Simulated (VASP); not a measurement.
Crystal: Sn.

```
Sn
1.0
    -1.89114    1.89779    1.87320
     1.89711   -1.92154    1.90292
     1.88324    1.91364   -1.89694
Sn
1
Direct
  0.00000 0.00000 0.00000
```

Base run:

| Quantity | Value |
| --- | --- |
| Program | VASP 6.6.1 |
| Functional | LDA |
| Potentials or basis | VASP PAW LDA potentials, release 64 (Sn_d) |
| Cutoff | 520 eV |
| k mesh | 7 × 7 × 7 |
| Occupations | gaussian, width 0.05 eV |
| Spin | no spin polarisation |

Its results: band gap on the k mesh zero (band 7 reaches 15.49 eV, above the bottom of band 8 at 5.73 eV); pressure -3.1 GPa.

Problem. The run is repeated on the same cell with these changes: k mesh from 7 × 7 × 7 to 9 × 9 × 9. What comes out?

Solution. Band gap on the k mesh zero (band 7 reaches 15.48 eV, above the bottom of band 8 at 5.36 eV); pressure -3.7 GPa.

Caveats: spin-orbit coupling is left out, which moves the levels of the heavy elements.
